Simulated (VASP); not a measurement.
# Al (Fm-3m) in VASP: settings compared, part 2 of 2

VASP 6.6.1. Earlier steps stand in the parts before.

## (4) Single point, RPBE

Input file INCAR:

```
  ALGO = Normal
  EDIFF = 1E-6
  ENCUT = 500
  GGA = RP
  GGA_COMPAT = F
  ISIF = 2
  ISMEAR = 1
  LASPH = T
  LCHARG = F
  LREAL = F
  LWAVE = F
  NBANDS = 8
  NELM = 120
  PREC = Accurate
  SIGMA = 0.1
```

Input file KPOINTS:

```
k-points
0
Gamma
  13 13 13
```

Input file POSCAR:

```
Al
1.0
    0.0000000000      2.0248050000      2.0248050000
    2.0248050000      0.0000000000      2.0248050000
    2.0248050000      2.0248050000      0.0000000000
Al
1
Direct
    0.0000000000      0.0000000000      0.0000000000
```

Potentials or basis: VASP PAW PBE potentials, release 64 (Al).

Started as:

```console
$ cat potpaw_PBE.64/Al/POTCAR > POTCAR
$ mpirun -np 1 vasp_std > vasp.out
```

OUTCAR:

```text
EDIFF = 1E-6
   ENCUT = 500
   GGA = RP
   ISIF = 2
   ISMEAR = 1
   LASPH = T
   LREAL = F
   NELM = 120
   PREC = Accurate

 ion  position               nearest neighbor table
   1  0.000  0.000  0.000-

  LATTYP: Found a face centered cubic cell.
 ALAT       =     4.0496100000

  Lattice vectors:

 A1 = (   0.0000000000,   2.0248050000,   2.0248050000)
 A2 = (   2.0248050000,   0.0000000000,   2.0248050000)
 A3 = (   2.0248050000,   2.0248050000,   0.0000000000)

Analysis of symmetry for initial positions (statically):
=====================================================================
 Subroutine PRICEL returns:
 Original cell was already a primitive cell.

 Routine SETGRP: Setting up the symmetry group for a
 face centered cubic supercell.

 Subroutine GETGRP returns: Found 48 space group operations
 (whereof 48 operations were pure point group operations)
 out of a pool of 48 trial point group operations.

The static configuration has the point symmetry O_h .

Analysis of symmetry for dynamics (positions and initial velocities):
=====================================================================
 Subroutine PRICEL returns:
[... 161 lines left out ...]
 Fermi energy:         7.9540122987

 k-point     1 :       0.0000    0.0000    0.0000
  band No.  band energies     occupation
      1      -3.0645      2.00000
      2      20.5937      0.00000
      3      20.5937      0.00000
      4      20.5937      0.00000
      5      22.1675      0.00000
      6      22.1675      0.00000
      7      22.1675      0.00000
      8      24.3771      0.00000
[... 243 lines left out ...]
 k-point    24 :       0.4615    0.1538    0.0000
  band No.  band energies     occupation
      1       1.9739      2.00000
      2       6.6081      2.00000
      3      15.0935      0.00000
      4      16.2325      0.00000
      5      17.9803      0.00000
      6      23.9964      0.00000
      7      26.0315      0.00000
      8      27.8450      0.00000

 [... further k-points ...]

------------------------ aborting loop because EDIFF is reached ----------------------------------------

  FORCE on cell =-STRESS in cart. coord.  units (eV):
  Direction    XX          YY          ZZ          XY          YZ          ZX
  --------------------------------------------------------------------------------------
  -------------------------------------------------------------------------------------
  Total        0.0679045      0.0679045      0.0679045     -0.0000000     -0.0000000      0.0000000
  in kB        6.5528373      6.5528373      6.5528373     -0.0000000     -0.0000000      0.0000000
  external PRESSURE =       6.5528373 kB  Pullay stress =       0.0000000 kB

 VOLUME and BASIS-vectors are now :
 -----------------------------------------------------------------------------
  energy-cutoff  :      500.00
  volume of cell :       16.60
      direct lattice vectors                 reciprocal lattice vectors
     0.000000000  2.024805000  2.024805000    -0.246937359  0.246937359  0.246937359
     2.024805000  0.000000000  2.024805000     0.246937359 -0.246937359  0.246937359
     2.024805000  2.024805000  0.000000000     0.246937359  0.246937359 -0.246937359

 POSITION                                       TOTAL-FORCE (eV/Angst)
 -----------------------------------------------------------------------------------
      0.00000      0.00000      0.00000         0.000000     -0.000000      0.000000
 -----------------------------------------------------------------------------------
    total drift:                                0.000000     -0.000000      0.000000

  FREE ENERGIE OF THE ION-ELECTRON SYSTEM (eV)
  ---------------------------------------------------
  free  energy   TOTEN  =        -3.5038636871 eV

  energy  without entropy=       -3.5035131384  energy(sigma->0) =       -3.50374684
```

It took 18 s on 1 thread of AMD EPYC 7R43 (Zen 3), shared host; peak memory 0.09 GiB.

Results:

- Free energy: -3.5039 eV
- Pressure: 0.7 GPa

Levels at points of the mesh, in eV from the Fermi level:
```csv
k point,band 1,band 2,band 3,band 4,band 5,band 6
"(0.00, 0.00, 0.00)",-11.02,12.64,12.64,12.64,14.21,14.21
```

Caveat: the PAW data sets were made with another functional, which shifts forces and pressure a little.

## (5) Single point, BLYP

Input file INCAR:

```
AGGAC = 1.0 ; AGGAX = 1.0
ALDAC = 0.0 ; ALDAX = 1.0
ALGO = Normal ; EDIFF = 1E-6
ENCUT = 500 ; GGA = B5
GGA_COMPAT = False ; ISIF = 2
ISMEAR = 1 ; LASPH = True
LCHARG = False ; LREAL = False
LWAVE = False ; NBANDS = 8
NELM = 120 ; PREC = Accurate
SIGMA = 0.1
```

KPOINTS is that of step 4.

POSCAR is that of step 4.

Potentials or basis: VASP PAW PBE potentials, release 64 (Al).

Started as:

```console
$ cat potpaw_PBE.64/Al/POTCAR > POTCAR
$ mpirun -np 1 vasp_std > vasp.out
```

OUTCAR:

```text
EDIFF = 1E-6
   ENCUT = 500
   GGA = B5
   ISIF = 2
   ISMEAR = 1
   LASPH = True
   LREAL = False
   NELM = 120
   PREC = Accurate

 ion  position               nearest neighbor table
   1  0.000  0.000  0.000-

  LATTYP: Found a face centered cubic cell.
 ALAT       =     4.0496100000

  Lattice vectors:

 A1 = (   0.0000000000,   2.0248050000,   2.0248050000)
 A2 = (   2.0248050000,   0.0000000000,   2.0248050000)
 A3 = (   2.0248050000,   2.0248050000,   0.0000000000)

[... 442 lines left out ...]
      8      28.0784      0.00000

 [... further k-points ...]

------------------------ aborting loop because EDIFF is reached ----------------------------------------

  FORCE on cell =-STRESS in cart. coord.  units (eV):
  Direction    XX          YY          ZZ          XY          YZ          ZX
  --------------------------------------------------------------------------------------
  -------------------------------------------------------------------------------------
  Total        0.3172110      0.3172110      0.3172110     -0.0000000     -0.0000000     -0.0000000
  in kB       30.6111168     30.6111168     30.6111168     -0.0000000     -0.0000000     -0.0000000
  external PRESSURE =      30.6111168 kB  Pullay stress =       0.0000000 kB

 VOLUME and BASIS-vectors are now :
 -----------------------------------------------------------------------------
  energy-cutoff  :      500.00
  volume of cell :       16.60
      direct lattice vectors                 reciprocal lattice vectors
     0.000000000  2.024805000  2.024805000    -0.246937359  0.246937359  0.246937359
     2.024805000  0.000000000  2.024805000     0.246937359 -0.246937359  0.246937359
     2.024805000  2.024805000  0.000000000     0.246937359  0.246937359 -0.246937359

 POSITION                                       TOTAL-FORCE (eV/Angst)
 -----------------------------------------------------------------------------------
      0.00000      0.00000      0.00000        -0.000000     -0.000000     -0.000000
 -----------------------------------------------------------------------------------
    total drift:                               -0.000000     -0.000000      0.000000

  FREE ENERGIE OF THE ION-ELECTRON SYSTEM (eV)
  ---------------------------------------------------
  free  energy   TOTEN  =        -2.6932468866 eV

  energy  without entropy=       -2.6933455177  energy(sigma->0) =       -2.69327976
```

It took 20 s on 1 thread of AMD EPYC 7R43 (Zen 3), shared host; peak memory 0.09 GiB.

What came out:

* Free energy: -2.6932 eV
* Pressure: 3.1 GPa

Caveat: the PAW data sets were made with another functional, which shifts forces and pressure a little.

## (6) Summary

| level | potentials or basis | gap on the mesh (eV) | pressure (GPa) |
| --- | --- | --- | --- |
| revPBE | VASP PAW PBE potentials, release 64 (Al) | none | 0.4 |
| LDA | VASP PAW LDA potentials, release 64 (Al) | none | -3.7 |
| RPBE | VASP PAW PBE potentials, release 64 (Al) | none | 0.7 |
| BLYP | VASP PAW PBE potentials, release 64 (Al) | none | 3.1 |

Alike in all rows: task single point; no spin polarisation; cell as given; k mesh 13 × 13 × 13; cutoff (eV) 500; smearing methfessel-paxton 0.1 eV.

Caveats: the PAW data sets were made with another functional, which shifts forces and pressure a little (some runs).

Total energies depend on the potentials used, so only differences within one code and one set of settings carry meaning.
